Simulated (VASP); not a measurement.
# Ir (P6_3/mmc) in VASP: notebook, part 2 of 2

VASP 6.6.1.

### Step 3. Single point, PBEsol (strain -0.030 along x and y, -0.015 along z)

Input file INCAR:

```
SYSTEM = Ir
PREC = Accurate
ENCUT = 520
EDIFF = 1E-6
ISMEAR = 0
SIGMA = 0.15
LREAL = .FALSE.
LASPH = .TRUE.
NELM = 100
ALGO = Fast
ISIF = 2
LWAVE = .FALSE.
LCHARG = .TRUE.
GGA = PS
LELF = .TRUE.
LVHAR = .TRUE.
NBANDS = 16
```

Input file KPOINTS:

```
regular mesh
0
G
  18 18 12
  0 0 0
```

Input file POSCAR:

```
Ir
1.0
    2.6688365577      0.0000000000      0.0000000000
   -1.3344182789      2.3112802576      0.0000000000
    0.0000000000      0.0000000000      4.3953556500
Ir
2
Direct
    0.6666666667      0.3333333333      0.7500000000
    0.3333333333      0.6666666667      0.2500000000
```

Potentials or basis: VASP PAW PBE potentials, release 64 (Ir).

Started as:

```sh
$ cat potpaw_PBE.64/Ir/POTCAR > POTCAR
$ mpirun -np 1 vasp_std > vasp.out
```

Run time: 55 s. Hardware: 1 thread of Intel Xeon 6975P-C (Granite Rapids), shared host; peak memory 0.22 GiB.

Results (log left out):

```yaml
Free_energy: -19.4279 eV
Pressure: 18.4 GPa
Band_gap_on_the_k_mesh: zero (band 9 reaches 12.28 eV, above the bottom of band 10 at 8.59 eV)
```

Stress tensor (GPa, compression positive):
```
20.71  0.00  0.00
 0.00 20.71  0.00
 0.00  0.00 13.77
```

Levels at points of the mesh, in eV from the Fermi level:
| k point | band 7 | band 8 | band 9 | band 10 | band 11 | band 12 |
| --- | --- | --- | --- | --- | --- | --- |
| (0.00, 0.00, 0.00) | -3.45 | -2.41 | -2.41 | -1.16 | 0.31 | 0.31 |
| (0.50, 0.00, 0.00) | -3.30 | 0.91 | 1.01 | 1.32 | 3.17 | 4.70 |
| (0.00, 0.00, 0.50) | -4.22 | -4.22 | -0.49 | -0.49 | -0.49 | -0.49 |
| (0.50, 0.00, 0.50) | -1.09 | -1.09 | 1.15 | 1.15 | 2.10 | 2.10 |

Caveat: the cell differs from its parent crystal (strain -0.030 along x and y, -0.015 along z); the PAW data sets were made with another functional, which shifts forces and pressure a little; spin-orbit coupling is left out, which moves the levels of the heavy elements.

### Step 4. Single point, PBEsol (strain -0.030 along x and y, +0.000 along z)

Input file INCAR:

```
SYSTEM = Ir
PREC     = Accurate       ! precision mode
ENCUT    = 520            ! plane-wave cutoff, eV
EDIFF    = 1E-6           ! SCF threshold, eV
ISMEAR   = 0              ! smearing method
SIGMA    = 0.15           ! smearing width, eV
LREAL    = .FALSE.        ! projectors in reciprocal space
LASPH    = .TRUE.         ! aspherical terms in the spheres
NELM     = 100            ! most SCF steps
ALGO     = Normal         ! electronic algorithm
ISIF     = 2              ! what is computed and relaxed
LWAVE    = .FALSE.        ! write WAVECAR
LCHARG   = .TRUE.         ! write CHGCAR
GGA      = PS             ! functional
LELF     = .TRUE.         ! ELF
LVHAR    = .TRUE.       
NBANDS   = 16             ! bands
```

KPOINTS is that of step 3.

Changes to POSCAR since step 3:

```diff
@@ -4,3 +4,3 @@
    -1.3344182789      2.3112802576      0.0000000000
-    0.0000000000      0.0000000000      4.3953556500
+    0.0000000000      0.0000000000      4.4622900000
 Ir
```

Started as:

```sh
$ cat potpaw_PBE.64/Ir/POTCAR > POTCAR
$ mpirun -np 1 vasp_std > vasp.out
```

It took 34 s on 1 thread of Intel Xeon 6975P-C (Granite Rapids), shared host; peak memory 0.21 GiB.

The run converged. Its results:

| Quantity | Value |
| --- | --- |
| Free energy | -19.4492 eV |
| Pressure | 11.7 GPa |
| Band gap on the k mesh | zero (band 9 reaches 12.06 eV, above the bottom of band 10 at 8.36 eV) |

Stress tensor (GPa, compression positive):
```
16.18  0.00  0.00
 0.00 16.18  0.00
 0.00  0.00  2.88
```

Levels at points of the mesh, in eV from the Fermi level:
```tsv
k point	band 5	band 6	band 7	band 8	band 9	band 10	band 11	band 12	band 13	band 14
(0.00, 0.00, 0.00)	-4.00	-3.38	-3.38	-2.19	-2.19	-1.24	0.34	0.34	6.92	14.38
(0.50, 0.00, 0.00)	-3.91	-3.48	-3.29	0.93	1.01	1.38	3.16	4.70	8.40	10.19
(0.00, 0.00, 0.50)	-4.06	-4.06	-4.06	-4.06	-0.44	-0.44	-0.44	-0.44	13.50	13.50
(0.50, 0.00, 0.50)	-2.08	-2.08	-1.02	-1.02	1.23	1.23	2.08	2.08	8.07	8.07
```

Caveat: the cell differs from its parent crystal (strain -0.030 along x and y, +0.000 along z); the PAW data sets were made with another functional, which shifts forces and pressure a little; spin-orbit coupling is left out, which moves the levels of the heavy elements.

### Step 5. Single point, PBEsol (strain -0.015 along x and y, -0.030 along z)

Input file INCAR:

```
SYSTEM = Ir
PREC     = Accurate       ! precision mode
ENCUT    = 520            ! plane-wave cutoff, eV
EDIFF    = 1E-6           ! SCF threshold, eV
ISMEAR   = 0              ! smearing method
SIGMA    = 0.15           ! smearing width, eV
LREAL    = .False.        ! projectors in reciprocal space
LASPH    = .True.         ! aspherical terms in the spheres
NELM     = 80             ! most SCF steps
ALGO     = Fast           ! electronic algorithm
ISIF     = 2              ! what is computed and relaxed
LWAVE    = .False.        ! write WAVECAR
LCHARG   = .False.        ! write CHGCAR
GGA      = PS             ! functional
NBANDS   = 16             ! bands
```

Input file KPOINTS:

```
regular mesh
0
Gamma
  18 18 12
  0 0 0
```

Input file POSCAR:

```
Ir
1.0
    2.7101072262      0.0000000000      0.0000000000
   -1.3550536131      2.3470217048      0.0000000000
    0.0000000000      0.0000000000      4.3284213000
Ir
2
Direct
    0.6666666667      0.3333333333      0.7500000000
    0.3333333333      0.6666666667      0.2500000000
```

Started as:

```sh
$ cat potpaw_PBE.64/Ir/POTCAR > POTCAR
$ mpirun -np 1 vasp_std > vasp.out
```

Wall time 48 s (1 thread of Intel Xeon 6975P-C (Granite Rapids), shared host); peak memory 0.21 GiB.

The run converged. Its results:

* Free energy: -19.4656 eV
* Pressure: 11.5 GPa
* Band gap on the k mesh: zero (band 9 reaches 11.98 eV, above the bottom of band 10 at 8.39 eV)

Stress tensor (GPa, compression positive):
```
 9.09  0.00  0.00
 0.00  9.09  0.00
 0.00  0.00 16.46
```

Levels at points of the mesh, in eV from the Fermi level:
| k point | band 5 | band 6 | band 7 | band 8 | band 9 | band 10 | band 11 | band 12 | band 13 | band 14 |
| --- | --- | --- | --- | --- | --- | --- | --- | --- | --- | --- |
| (0.00, 0.00, 0.00) | -4.02 | -3.35 | -3.35 | -2.67 | -2.67 | -0.83 | 0.25 | 0.25 | 7.49 | 14.06 |
| (0.50, 0.00, 0.00) | -3.74 | -3.69 | -3.08 | 0.62 | 1.09 | 1.10 | 2.99 | 4.45 | 8.40 | 10.65 |
| (0.00, 0.00, 0.50) | -4.25 | -4.25 | -4.25 | -4.25 | -0.52 | -0.52 | -0.52 | -0.52 | 13.60 | 13.60 |
| (0.50, 0.00, 0.50) | -2.35 | -2.35 | -1.12 | -1.12 | 0.91 | 0.91 | 2.03 | 2.03 | 7.83 | 7.83 |

Caveat: the cell differs from its parent crystal (strain -0.015 along x and y, -0.030 along z); the PAW data sets were made with another functional, which shifts forces and pressure a little; spin-orbit coupling is left out, which moves the levels of the heavy elements.

### Step 6. Single point, PBEsol (strain -0.030 along x and y, +0.015 along z)

Changes to INCAR since step 5:

```diff
@@ -3,3 +3,3 @@
 ENCUT    = 520            ! plane-wave cutoff, eV
-EDIFF    = 1E-6           ! SCF threshold, eV
+EDIFF    = 1E-7           ! SCF threshold, eV
 ISMEAR   = 0              ! smearing method
@@ -8,3 +8,3 @@
 LASPH    = .True.         ! aspherical terms in the spheres
-NELM     = 80             ! most SCF steps
+NELM     = 100            ! most SCF steps
 ALGO     = Fast           ! electronic algorithm
```

KPOINTS is that of step 5.

Input file POSCAR:

```
Ir
1.0
    2.6688365577      0.0000000000      0.0000000000
   -1.3344182789      2.3112802576      0.0000000000
    0.0000000000      0.0000000000      4.5292243500
Ir
2
Direct
    0.6666666667      0.3333333333      0.7500000000
    0.3333333333      0.6666666667      0.2500000000
```

Potentials or basis: VASP PAW PBE potentials, release 64 (Ir).

Started as:

```sh
$ cat potpaw_PBE.64/Ir/POTCAR > POTCAR
$ mpirun -np 1 vasp_std > vasp.out
```

Run time: 58 s. Hardware: 1 thread of Intel Xeon 6975P-C (Granite Rapids), shared host; peak memory 0.21 GiB.

It converged, with:

| Property | Result |
| --- | --- |
| Free energy | -19.4444 eV |
| Pressure | 5.9 GPa |
| Band gap on the k mesh | zero (band 9 reaches 11.84 eV, above the bottom of band 10 at 8.14 eV) |

Stress tensor (GPa, compression positive):
```
12.05  0.00  0.00
 0.00 12.05  0.00
 0.00  0.00 -6.54
```

Levels at points of the mesh, in eV from the Fermi level:
| k point | band 6 | band 7 | band 8 | band 9 | band 10 | band 11 | band 12 | band 13 |
| --- | --- | --- | --- | --- | --- | --- | --- | --- |
| (0.00, 0.00, 0.00) | -3.31 | -3.31 | -1.98 | -1.98 | -1.31 | 0.37 | 0.37 | 6.59 |
| (0.50, 0.00, 0.00) | -3.32 | -3.26 | 0.86 | 1.11 | 1.44 | 3.15 | 4.69 | 8.33 |
| (0.00, 0.00, 0.50) | -3.91 | -3.91 | -3.91 | -0.39 | -0.39 | -0.39 | -0.39 | 13.31 |
| (0.50, 0.00, 0.50) | -1.94 | -0.95 | -0.95 | 1.30 | 1.30 | 2.06 | 2.06 | 8.02 |

Caveat: the cell differs from its parent crystal (strain -0.030 along x and y, +0.015 along z); the PAW data sets were made with another functional, which shifts forces and pressure a little; spin-orbit coupling is left out, which moves the levels of the heavy elements.

### Step 7. Summary

```csv
cell,gap on the mesh (eV),pressure (GPa)
"a = 2.669, b = 2.669, c = 4.328 Å, angles 90.0, 90.0, 120.0°, 2 atoms",none,26.0
"a = 2.669, b = 2.669, c = 4.395 Å, angles 90.0, 90.0, 120.0°, 2 atoms",none,18.4
"a = 2.669, b = 2.669, c = 4.462 Å, angles 90.0, 90.0, 120.0°, 2 atoms",none,11.7
"a = 2.710, b = 2.710, c = 4.328 Å, angles 90.0, 90.0, 120.0°, 2 atoms",none,11.5
"a = 2.669, b = 2.669, c = 4.529 Å, angles 90.0, 90.0, 120.0°, 2 atoms",none,5.9
```

Alike in all rows: task single point; level PBEsol; potentials or basis VASP PAW PBE potentials, release 64 (Ir); no spin polarisation; k mesh 18 × 18 × 12; cutoff (eV) 520; smearing gaussian 0.15 eV.

Caveats: the PAW data sets were made with another functional, which shifts forces and pressure a little; spin-orbit coupling is left out, which moves the levels of the heavy elements.

Absolute energies hang on the potentials; compare differences alone.
